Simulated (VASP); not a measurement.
Set up this calculation in VASP 6.6.1, as the native input.

* Task: single point
* Functional: PBE
* Potentials or basis: VASP PAW PBE potentials, release 64 (K_sv, Zn, F)
* Cutoff: 520 eV
* k mesh: 4 × 4 × 4
* Occupations: gaussian, width 0.01 eV
* Spin: no spin polarisation
* Dipole correction: no
* Further INCAR settings: ALGO = Normal; EDIFF = 1e-06; NBANDS = 29

The structure of KZnF3 lies in POSCAR:

```
KZnF3
1.0
    4.0461680383      0.0000000000      0.0000000000
    0.0000000000      4.0461680383      0.0000000000
    0.0000000000      0.0000000000      4.0461680383
K Zn F
1 1 3
Direct
    0.0000000000      0.0000000000      0.0000000000
    0.5000000000      0.5000000000      0.5000000000
    0.5000000000      0.5000000000      0.0000000000
    0.0000000000      0.5000000000      0.5000000000
    0.5000000000      0.0000000000      0.5000000000
```

The input as run:

INCAR

```
PREC = Accurate
ENCUT = 520
EDIFF = 1E-6
ISMEAR = 0
SIGMA = 0.01
LREAL = F
LASPH = T
NELM = 80
ALGO = Normal
ISIF = 2
LWAVE = F
LCHARG = T
GGA = PE
LELF = T
LVHAR = T
NBANDS = 29
```

KPOINTS

```
regular mesh
0
Gamma
  4 4 4
```

Potentials or basis: VASP PAW PBE potentials, release 64 (K_sv, Zn, F).

The run is started by

```bash
$ cat potpaw_PBE.64/K_sv/POTCAR potpaw_PBE.64/Zn/POTCAR potpaw_PBE.64/F/POTCAR > POTCAR
$ mpirun -np 1 vasp_std > vasp.out
```

It gave:

- Pressure: 5.2 GPa
- Band gap on the k mesh: 3.80 eV (least direct gap 5.67 eV)

Caveat: the cell stands under pressure.

Wall time 19 s on 1 thread of Intel(R) Xeon(R) Platinum 8375C CPU @ 2.90GHz (Ice Lake) (shared host), peak memory 0.17 GiB.
